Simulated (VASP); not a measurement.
BaTiO3: single point with PBE+U

Crystal: BaTiO3.

```
Ba Ti O
1.0
     3.72890   -0.42193    0.02237
    -0.28447    3.27547    3.11008
     0.31643   -2.75371    2.58992
Ba Ti O
1 1 3
Cartesian
  0.0458 0.5154 5.6877
  1.8813 0.0598 2.9237
  3.7392 -0.1702 2.8371
  2.0361 -1.3068 4.1468
  1.7315 1.6712 4.3891
```

```yaml
Program: VASP 6.6.1
Task: single point
Functional: PBE
Potentials_or_basis: VASP PAW PBE potentials, release 64 (Ba_sv, Ti_sv, O)
Cutoff: 520 eV
k_mesh: 7 × 6 × 7
Occupations: fermi-dirac, width 0.05 eV
Spin: no spin polarisation
Hubbard_terms: Ti d U = 8.0 eV
```

```json
{"Pressure": "27.3 GPa", "Largest force": "1.153 eV/Å", "Band gap on the k mesh": "1.32 eV (least direct gap 1.41 eV)"}
```

Forces in eV/Å, atoms in the order of the input:
```
Ba  -0.061  0.067  0.383
Ti  -0.244  0.936 -0.627
O    0.150  0.000 -0.140
O   -0.044 -0.699  0.643
O    0.199 -0.304 -0.259
```

Stress tensor (GPa, compression positive):
```
 42.62  27.43  -7.83
 27.43  14.54 -20.35
 -7.83 -20.35  24.80
```

Levels at points of the mesh, in eV from the valence-band top:
```csv
k point,band 16,band 17,band 18,band 19,band 20,band 21,band 22,band 23,band 24,band 25
"(0.00, 0.00, 0.00)",-2.17,-1.88,-1.00,-0.71,-0.09,1.32,1.71,2.04,2.72,3.54
"(0.00, 0.50, 0.00)",-2.77,-2.35,-2.01,-0.60,-0.48,2.13,2.66,2.90,3.59,4.47
```

Eigenvalues of the final occupation matrices:
| site | spin | trace | eigenvalues |
| --- | --- | --- | --- |
| site 2 d | 1 | 0.77 | 0.09 0.09 0.11 0.19 0.30 |
| site 2 d | 2 | 0.77 | 0.09 0.09 0.11 0.19 0.30 |

It took 110 s on 1 thread of Intel(R) Xeon(R) 6975P-C (Granite Rapids) (shared host), peak memory 0.36 GiB.

Caveat: the cell stands under pressure; spin-orbit coupling is left out, which moves the levels of the heavy elements; an odd mesh through Γ misses points on the zone boundary, where band edges can lie; forces of over 1 eV/Å act on the atoms, so gaps and moduli don't describe the material at rest.
